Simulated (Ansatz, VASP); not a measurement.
# Two plane-wave programs on TiSi

```
CELL_PARAMETERS angstrom
1.91728 -2.23551 0.00000
1.91728 2.23551 0.00000
0.00000 0.00000 3.41334
ATOMIC_POSITIONS crystal
Ti 0.50000 0.50000 0.00000
Si 0.00000 0.00000 0.50000
```

Alike in both runs: task single point; functional r2SCAN; k mesh 20 × 20 × 14; occupations gaussian, width 0.15 eV; no spin polarisation.

|  | VASP | Ansatz |
| --- | --- | --- |
| version | VASP 6.6.1 | Ansatz 0.2.0 |
| potentials or method | VASP PAW PBE potentials, release 64 (Ti_sv, Si), cutoff 520 eV | scalar-relativistic, plane waves, PAW |
| valence electrons in the cell | 16 | 16 |

Ansatz gave:

- gap on the k mesh at the Fermi level (eV): none
- pressure (GPa): 2.1
- traceless stress, the component that is largest in VASP (GPa): 8.66

Problem. Estimate VASP's values.

Solution. gap on the k mesh at the Fermi level (eV): none; pressure (GPa): 2.5; traceless stress, the component that is largest in VASP (GPa): 8.62.

VASP's potentials were made for PBE, not for r2SCAN. A gap of «none» marks a metal or a gap that the smearing closes.
